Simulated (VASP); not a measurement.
NaH:

```
CELL_PARAMETERS angstrom
0.00000 2.32295 2.43475
2.32295 0.00000 2.43475
2.32295 2.32295 0.00000
ATOMIC_POSITIONS crystal
Na 0.00000 0.00000 0.00000
H 0.50000 0.50000 0.50000
```

This cell differs from its parent crystal: epitaxial xy strain -3.1%.

Program: VASP 6.6.1. Alike in all runs: task single point; potentials or basis VASP PAW PBE potentials, release 64 (Na_pv, H); no spin polarisation; cell as given; cutoff (eV) 520.

Q: Order these runs on this cell by their band gap on the k mesh, lowest first.
A. level HSE06; k mesh 6 × 6 × 6; smearing gaussian 0.01 eV; grid for exact exchange (PRECFOCK) Normal; share of exact exchange 0.25; screening parameter 0.2079 1/Å
B. level r2SCAN; k mesh 10 × 10 × 10; smearing gaussian 0.01 eV
C. level PBE; k mesh 10 × 10 × 10; smearing fermi-dirac 0.02 eV

A: C (3.86 eV), B (4.48 eV), A (4.95 eV).

A k mesh can miss the band edges.
